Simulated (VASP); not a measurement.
# CuAu in VASP: further runs

The runs below take CuAu through single point, with LDA, r2SCAN, PBE.

All numbers are computed with VASP 6.6.1; they aren't measurements. Logs are shortened: lines on timing, memory, paths and dates and some standing lists are left out, and cuts for length are marked.

## Step 1: The cell of the first run

The structure is trigonal, space group R-3m (No. 166). The conventional cell has a = 2.886 Å, b = 2.886 Å, c = 12.769 Å, α = 90.00°, β = 90.00°, γ = 120.00°. Within 3.6 Å of Au (site symmetry -3m) lie 6 Cu at 2.70 Å and 6 Au at 2.89 Å. Cu (site symmetry -3m) has 6 Au at 2.70 Å and 6 Cu at 2.89 Å within 3.6 Å.

## Step 2: Single point, LDA

The input, INCAR:

```
  PREC = Accurate
  ENCUT = 520
  EDIFF = 1E-7
  ISMEAR = -1
  SIGMA = 0.05
  LREAL = F
  LASPH = T
  NELM = 100
  ALGO = Normal
  ISIF = 2
  LWAVE = F
  LCHARG = F
  GGA = CA
  NBANDS = 18
```

The input, KPOINTS:

```
Automatic mesh
0
Gamma
  6 6 6
```

The input, POSCAR:

```
CuAu
1.0
    1.4430568479      0.8331492596      4.2561707609
   -1.4430568479      0.8331492596      4.2561707609
    0.0000000000     -1.6662985192      4.2561707609
Au Cu
1 1
Direct
    0.0000000000      0.0000000000      0.0000000000
    0.5000000000      0.5000000000      0.5000000000
```

Potentials or basis: VASP PAW LDA potentials, release 64 (Au, Cu).

Launch:

```
> cat potpaw_LDA.64/Au/POTCAR potpaw_LDA.64/Cu/POTCAR > POTCAR
> mpirun -np 1 vasp_std > vasp.out
```

OUTCAR:

```text
PREC = Accurate
   ENCUT = 520
   EDIFF = 1E-7
   ISMEAR = -1
   LREAL = F
   LASPH = T
   NELM = 100
   ISIF = 2
   GGA = CA

 ion  position               nearest neighbor table
   1  0.000  0.000  0.000-   2 2.70   2 2.70   2 2.70   2 2.70   2 2.70   2 2.70
   2  0.500  0.500  0.500-   1 2.70   1 2.70   1 2.70   1 2.70   1 2.70   1 2.70

  LATTYP: Found a trigonal (rhomboedric) cell.
 ALAT       =     4.5707264522
 COS(alpha) =     0.8006453295

  Lattice vectors:

 A1 = (   1.4430568479,   0.8331492596,   4.2561707609)
 A2 = (  -1.4430568479,   0.8331492596,   4.2561707609)
 A3 = (   0.0000000000,  -1.6662985192,   4.2561707609)

Analysis of symmetry for initial positions (statically):
=====================================================================
 Subroutine PRICEL returns:
 Original cell was already a primitive cell.

 Routine SETGRP: Setting up the symmetry group for a
 trigonal (rhombohedral) supercell.

 Subroutine GETGRP returns: Found 12 space group operations
 (whereof 12 operations were pure point group operations)
 out of a pool of 12 trial point group operations.

The static configuration has the point symmetry D_3d.

Analysis of symmetry for dynamics (positions and initial velocities):
=====================================================================
 Subroutine PRICEL returns:
 Original cell was already a primitive cell.

 Routine SETGRP: Setting up the symmetry group for a
 trigonal (rhombohedral) supercell.

 Subroutine GETGRP returns: Found 12 space group operations
 (whereof 12 operations were pure point group operations)
 out of a pool of 12 trial point group operations.

The dynamic configuration has the point symmetry D_3d.

 Subroutine INISYM returns: Found 12 space group operations
 (whereof 12 operations are pure point group operations),
 and found     1 'primitive' translations

----------------------------------------------------------------------------------------

                                     Primitive cell

  volume of cell :      30.7027

  direct lattice vectors                    reciprocal lattice vectors
     1.443056848  0.833149260  4.256170761     0.346486696  0.200044187  0.078317660
    -1.443056848  0.833149260  4.256170761    -0.346486696  0.200044187  0.078317660
     0.000000000 -1.666298519  4.256170761     0.000000000 -0.400088375  0.078317660
[... 80 lines left out ...]
   LSORBIT =      F    spin-orbit coupling
   LASPH  =      T    aspherical Exc in radial PAW
   ENCUT  =  520.0 eV  38.22 Ry    6.18 a.u.   8.50  8.50  8.50*2*pi/ulx,y,z
   NELM   =    100;   NELMIN=  2; NELMDL= -5     # of ELM steps
   EDIFF  = 0.1E-06   stopping-criterion for ELM
   LREAL  =      F    real-space projection
   EDIFFG = 0.1E-05   stopping-criterion for IOM
   NSW    =      0    number of steps for IOM
   IBRION =     -1    ionic relax: 0-MD 1-quasi-New 2-CG
   NFREE  =      0    steps in history (QN), initial steepest desc. (CG)
   ISIF   =      2    stress and relaxation
   ISYM   =      2    0-nonsym 1-usesym 2-fastsym
   POTIM  = 0.5000    time-step for ionic-motion
   TEBEG  =    0.0;   TEEND  =   0.0 temperature during run
   PSTRESS=    0.0 pullay stress
   NELECT =      22.0000    total number of electrons
   NUPDOWN=      -1.0000    fix difference up-down
   EMIN   =  10.00;   EMAX   =-10.00  energy-range for DOS
   EFERMI =   0.00;   METHOD = LEGACY
   ISMEAR =    -1;   SIGMA  =   0.05  broadening in eV -4-tet -1-fermi 0-gaus
   EFERMI_NEDOS =   21; number of points for ismear=-14 and -15
   IALGO  =     38    algorithm
   IMIX   =      4    mixing-type and parameters
     AMIX     =   0.40;   BMIX     =  1.00
     AMIX_MAG =   1.60;   BMIX_MAG =  1.00
  volume/ion in A,a.u.               =      15.35       103.60
  Fermi-wavevector in a.u.,A,eV,Ry     =   1.464952  2.768359 29.199270  2.146086
  Thomas-Fermi vector in A             =   2.580867
   LORBIT       =      0    0 simple, 1 ext, 2 COOP (PROOUT), +10 PAW based schemes
   GGA     = CA    functional components
   LHFCALC =     F    Hartree Fock is set to
   AEXX    =    0.0000 exact exchange contribution
   IVDW    =     0    specifies the selected vdW correction
   LEPSILON=     F    determine dielectric tensor
   LRPA    =     F    only Hartree local field effects (RPA)
 non-spin polarized calculation
  energy-cutoff  :      520.00
  volume of cell :       30.70
 maximum number of plane-waves:       861
 NGX is ok and might be reduce to    36
   NGX = 17   NGY = 17   NGZ = 17

 number of electron      21.9999999 magnetization

 Free energy of the ion-electron system (eV)
  ---------------------------------------------------
  ext. energy  EPLUGINS =         0.00000000
  ---------------------------------------------------
  free energy    TOTEN  =        -8.95072777 eV

  energy without entropy =       -8.94186205  energy(sigma->0) =       -8.94629491

 E-fermi :   7.7114     XC(G=0): -12.6531

 val. band max:        7.6831767110   @ k =  -0.3333   0.3333   0.3333
 cond. band min:       7.7203135691   @ k =   0.0000   0.0000   0.0000
 fundamental gap:      0.0371368581
 Fermi energy:         7.7113592718

 k-point     1 :       0.0000    0.0000    0.0000
  band No.  band energies     occupation
      1      -1.6271      2.00000
      2       1.3951      2.00000
      3       3.0804      2.00000
      4       3.0804      2.00000
      5       4.0418      2.00000
      6       4.0418      2.00000
[... 481 lines left out ...]
      5       3.8853      2.00000
      6       5.1660      2.00000
[... 10 lines left out ...]
     17      21.7885      0.00000
     18      24.5114      0.00000

 [... further k-points ...]

------------------------ aborting loop because EDIFF is reached ----------------------------------------

  FORCE on cell =-STRESS in cart. coord.  units (eV):
  Direction    XX          YY          ZZ          XY          YZ          ZX
  --------------------------------------------------------------------------------------
  -------------------------------------------------------------------------------------
  Total       -2.0313250     -2.0313250     -2.7825868      0.0000000      0.0000000      0.0000000
  in kB     -106.0018518   -106.0018518   -145.2053975      0.0000000      0.0000000      0.0000000
  external PRESSURE =    -119.0697004 kB  Pullay stress =       0.0000000 kB

 VOLUME and BASIS-vectors are now :
 -----------------------------------------------------------------------------
  energy-cutoff  :      520.00
  volume of cell :       30.70
      direct lattice vectors                 reciprocal lattice vectors
     1.443056848  0.833149260  4.256170761     0.346486696  0.200044187  0.078317660
    -1.443056848  0.833149260  4.256170761    -0.346486696  0.200044187  0.078317660
     0.000000000 -1.666298519  4.256170761     0.000000000 -0.400088375  0.078317660

 POSITION                                       TOTAL-FORCE (eV/Angst)
 -----------------------------------------------------------------------------------
      0.00000      0.00000      0.00000         0.000000     -0.000000     -0.000000
      0.00000      0.00000      6.38426        -0.000000      0.000000      0.000000
 -----------------------------------------------------------------------------------
    total drift:                                0.000000     -0.000000      0.000000

  FREE ENERGIE OF THE ION-ELECTRON SYSTEM (eV)
  ---------------------------------------------------
  free  energy   TOTEN  =        -8.9507277696 eV

  energy  without entropy=       -8.9418620523  energy(sigma->0) =       -8.94629491
```

stdout:

```text
POSCAR found type information on POSCAR AuCu
 POSCAR found :  2 types and       2 ions
 scaLAPACK will be used
 LDA part: xc-table for (Slater(with rela. corr.)+CA(PZ))
 , standard interpolation
 POSCAR, INCAR and KPOINTS ok, starting setup
 FFT: planning ... GRIDC
 FFT: planning ... GRID_SOFT
 FFT: planning ... GRID
 WAVECAR not read
 entering main loop
```

Wall time 42 s (1 thread of Intel Xeon Platinum 8488C (Sapphire Rapids), shared host); peak memory 0.18 GiB.

Results:

* Free energy: -8.9507 eV
* Pressure: -11.9 GPa
* Band gap on the k mesh: zero (band 11 reaches 9.70 eV, above the bottom of band 12 at 5.56 eV)

Stress tensor (GPa, compression positive):
```
-10.60   0.00   0.00
  0.00 -10.60   0.00
  0.00   0.00 -14.52
```

Levels at points of the mesh, in eV from the Fermi level:
| k point | band 7 | band 8 | band 9 | band 10 | band 11 | band 12 | band 13 | band 14 | band 15 | band 16 |
| --- | --- | --- | --- | --- | --- | --- | --- | --- | --- | --- |
| (0.00, 0.00, 0.00) | -2.69 | -2.16 | -2.16 | -1.54 | -1.54 | 0.01 | 4.65 | 14.66 | 15.93 | 15.93 |
| (0.50, 0.00, 0.00) | -2.72 | -2.33 | -1.92 | -1.73 | 0.10 | 1.11 | 5.50 | 6.94 | 11.19 | 12.96 |
| (0.50, 0.50, 0.00) | -1.73 | -1.60 | -1.53 | -1.39 | -1.05 | 1.27 | 2.74 | 6.33 | 9.45 | 11.91 |
| (0.50, 0.50, 0.50) | -3.08 | -2.74 | -2.50 | -2.50 | -2.15 | -2.15 | 12.43 | 14.53 | 15.14 | 18.04 |

Caveat: the k points lie up to 0.43 Å⁻¹ apart; spin-orbit coupling is left out, which moves the levels of the heavy elements.

## Step 3: Single point, r2SCAN

POSCAR is that of step 2.

The input, INCAR.step1:

```
SYSTEM = CuAu
PREC = Accurate
ENCUT = 520
ISMEAR = -1
SIGMA = 0.05
LREAL = .False.
LASPH = .True.
NELM = 80
NBANDS = 18
GGA = PE
ALGO = Normal
EDIFF = 1E-4
LWAVE = .True.
LCHARG = .False.
```

The input, INCAR.step2:

```
SYSTEM = CuAu
PREC = Accurate
ENCUT = 520
EDIFF = 1E-6
ISMEAR = -1
SIGMA = 0.05
LREAL = .False.
LASPH = .True.
NELM = 80
ALGO = Normal
ISIF = 2
LWAVE = .False.
LCHARG = .False.
METAGGA = R2SCAN
LMIXTAU = .True.
NBANDS = 18
ISTART = 1
```

The input, KPOINTS:

```
Automatic mesh
0
Gamma
  6 6 6
  0 0 0
```

Potentials or basis: VASP PAW PBE potentials, release 64 (Au, Cu).

Launch:

```
> cat potpaw_PBE.64/Au/POTCAR potpaw_PBE.64/Cu/POTCAR > POTCAR
> cp INCAR.step1 INCAR
> mpirun -np 1 vasp_std > vasp.out
> cp INCAR.step2 INCAR
> mpirun -np 1 vasp_std > vasp.out
```

OUTCAR:

```text
SYSTEM = CuAu
   PREC = Accurate
   ENCUT = 520
   EDIFF = 1E-6
   ISMEAR = -1
   LREAL = .False.
   LASPH = .True.
   NELM = 80
   ISIF = 2
   METAGGA = R2SCAN
   ISTART = 1

 ion  position               nearest neighbor table
   1  0.000  0.000  0.000-   2 2.70   2 2.70   2 2.70   2 2.70   2 2.70   2 2.70
   2  0.500  0.500  0.500-   1 2.70   1 2.70   1 2.70   1 2.70   1 2.70   1 2.70

  LATTYP: Found a trigonal (rhomboedric) cell.
 ALAT       =     4.5707264522
 COS(alpha) =     0.8006453295

[... 692 lines left out ...]

------------------------ aborting loop because EDIFF is reached ----------------------------------------

  FORCE on cell =-STRESS in cart. coord.  units (eV):
  Direction    XX          YY          ZZ          XY          YZ          ZX
  --------------------------------------------------------------------------------------
  -------------------------------------------------------------------------------------
  Total       -0.5358889     -0.5358889     -1.3146116      0.0000000     -0.0000000      0.0000000
  in kB      -27.9646123    -27.9646123    -68.6011654      0.0000000     -0.0000000      0.0000000
  external PRESSURE =     -41.5101300 kB  Pullay stress =       0.0000000 kB

 VOLUME and BASIS-vectors are now :
 -----------------------------------------------------------------------------
  energy-cutoff  :      520.00
  volume of cell :       30.70
      direct lattice vectors                 reciprocal lattice vectors
     1.443056848  0.833149260  4.256170761     0.346486696  0.200044187  0.078317660
    -1.443056848  0.833149260  4.256170761    -0.346486696  0.200044187  0.078317660
     0.000000000 -1.666298519  4.256170761     0.000000000 -0.400088375  0.078317660

 POSITION                                       TOTAL-FORCE (eV/Angst)
 -----------------------------------------------------------------------------------
      0.00000      0.00000      0.00000         0.000000      0.000000      0.000000
      0.00000      0.00000      6.38426        -0.000000      0.000000     -0.000000
 -----------------------------------------------------------------------------------
    total drift:                                0.000000     -0.000000      0.000000

  FREE ENERGIE OF THE ION-ELECTRON SYSTEM (eV)
  ---------------------------------------------------
  free  energy   TOTEN  =       -61.3208130751 eV

  energy  without entropy=      -61.3124329018  energy(sigma->0) =      -61.31662299
```

OUTCAR.step1:

```text
SYSTEM = CuAu
   PREC = Accurate
   ENCUT = 520
   ISMEAR = -1
   LREAL = .False.
   LASPH = .True.
[... 726 lines left out ...]
      0.00000      0.00000      0.00000         0.000000     -0.000000      0.000000
      0.00000      0.00000      6.38426        -0.000000      0.000000     -0.000000
 -----------------------------------------------------------------------------------
    total drift:                                0.000000     -0.000000      0.000000

  FREE ENERGIE OF THE ION-ELECTRON SYSTEM (eV)
  ---------------------------------------------------
  free  energy   TOTEN  =        -6.8807597092 eV

  energy  without entropy=       -6.8720284625  energy(sigma->0) =       -6.87639409
```

OSZICAR.step1:

```text
N       E                     dE             d eps       ncg     rms          rms(c)
DAV:   1     0.133239102848E+03    0.13324E+03   -0.11113E+04  1194   0.172E+03
DAV:   2    -0.254136024178E+01   -0.13578E+03   -0.12689E+03  1154   0.302E+02
DAV:   3    -0.778657187451E+01   -0.52452E+01   -0.51338E+01  1366   0.693E+01
DAV:   4    -0.785803516975E+01   -0.71463E-01   -0.71418E-01  1438   0.674E+00
DAV:   5    -0.786016349232E+01   -0.21283E-02   -0.21282E-02  1506   0.121E+00    0.115E+01
DAV:   6    -0.747256760581E+01    0.38760E+00   -0.79069E+00  1238   0.780E+01    0.608E+00
DAV:   7    -0.692902008659E+01    0.54355E+00   -0.29236E+00  1442   0.816E+01    0.547E+00
DAV:   8    -0.688911275610E+01    0.39907E-01   -0.16744E-01  1740   0.839E+00    0.278E+00
DAV:   9    -0.688112264844E+01    0.79901E-02   -0.24136E-02  1690   0.417E+00    0.124E-01
DAV:  10    -0.688076149632E+01    0.36115E-03   -0.32412E-03  1684   0.989E-01    0.742E-02
DAV:  11    -0.688075970921E+01    0.17871E-05   -0.84087E-05   706   0.260E-01
   1 F= -.68807597E+01 E0= -.68763941E+01  d E =-.873125E-02
```

Wall time 1.9 min (1 thread of Intel Xeon Platinum 8488C (Sapphire Rapids), shared host); peak memory 0.22 GiB.

What came out:

| Item | Value |
| --- | --- |
| Free energy | -61.3208 eV |
| Pressure | -4.2 GPa |
| Band gap on the k mesh | zero (band 11 reaches 9.91 eV, above the bottom of band 12 at 5.59 eV) |

Stress tensor (GPa, compression positive):
```
-2.80  0.00  0.00
 0.00 -2.80  0.00
 0.00  0.00 -6.86
```

Caveat: the k points lie up to 0.43 Å⁻¹ apart; the PAW data sets were made with another functional, which shifts forces and pressure a little; spin-orbit coupling is left out, which moves the levels of the heavy elements.

(Continued in part 2 of 2.)
